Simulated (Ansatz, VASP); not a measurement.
**One calculation of MgO, two programs**

File INCAR:

```
ALGO = Normal
EDIFF = 1E-7
EDIFFG = -0.01
ENCUT = 600
GGA = PE
IBRION = 2
ISIF = 3
ISMEAR = 0
LASPH = T
LCHARG = F
LREAL = F
LWAVE = F
NELM = 60
NSW = 65
PREC = Accurate
SIGMA = 0.02
```

File KPOINTS:

```
k-points
0
Gamma
  9 9 3
```

The input POSCAR:

```
MgO
1.0
    3.0078485001      0.0000000000      0.0000000000
   -1.5039242501      2.6048732118      0.0000000000
    0.0000000000      0.0000000000      9.8234042024
Mg O
4 4
Direct
    0.0000000000      0.0000000000      0.0000000000
    0.3333333333      0.6666666667      0.2500000000
    0.0000000000      0.0000000000      0.5000000000
    0.6666666667      0.3333333333      0.7500000000
    0.6666666667      0.3333333333      0.1250000000
    0.6666666667      0.3333333333      0.3750000000
    0.3333333333      0.6666666667      0.6250000000
    0.3333333333      0.6666666667      0.8750000000
```

Input for Ansatz:

```yaml
crystal:
  lattice:
    - [3.0078485001, 0.0, 0.0]
    - [-1.5039242501, 2.6048732118, 0.0]
    - [0.0, 0.0, 9.8234042024]
  atoms:
    - { symbol: Mg, position: [0.0, 0.0, 0.0] }
    - { symbol: O, position: [0.6666666667, 0.3333333333, 0.125] }
    - { symbol: Mg, position: [0.3333333333, 0.6666666667, 0.25] }
    - { symbol: O, position: [0.6666666667, 0.3333333333, 0.375] }
    - { symbol: Mg, position: [0.0, 0.0, 0.5] }
    - { symbol: O, position: [0.3333333333, 0.6666666667, 0.625] }
    - { symbol: Mg, position: [0.6666666667, 0.3333333333, 0.75] }
    - { symbol: O, position: [0.3333333333, 0.6666666667, 0.875] }
basis:
  ecutwfc: 420
kpoints:
  mp_grid: { grid: [9, 9, 3] }
hamiltonian:
  xc: pbe
scf:
  occupations: { method: gaussian, width: 0.02 }
output:
  forces: true
  stress: true
  eigenvalues: true
  populations: true
  write_density: true
  write_potential: true
  elf: true
  volumetric_format: npy
relax:
  adjacent_minimum: "off"
  f_tol: 0.01
  max_steps: 45
  cell: { stress_tol: 0.05 }
```

Alike in both runs: task relaxation of cell and atoms; functional PBE; k mesh 9 × 9 × 3; occupations gaussian, width 0.02 eV; no spin polarisation.

```csv
,VASP,Ansatz
version,VASP 6.6.1,Ansatz 0.2.0
potentials or method,"VASP PAW PBE potentials, release 64 (Mg, O), cutoff 600 eV","scalar-relativistic, plane waves, PAW"
valence electrons in the cell,32,64
```

```tsv
	VASP	Ansatz	Ansatz less VASP
gap on the k mesh at the Fermi level, each at its own relaxed structure (eV)	3.67	3.64	-0.034
relaxed volume (Å³/atom)	9.72	9.78	+0.061
```

VASP's potentials hold 32 valence electrons a cell and Ansatz's 64, so a difference there can come from the potentials and not from the codes.
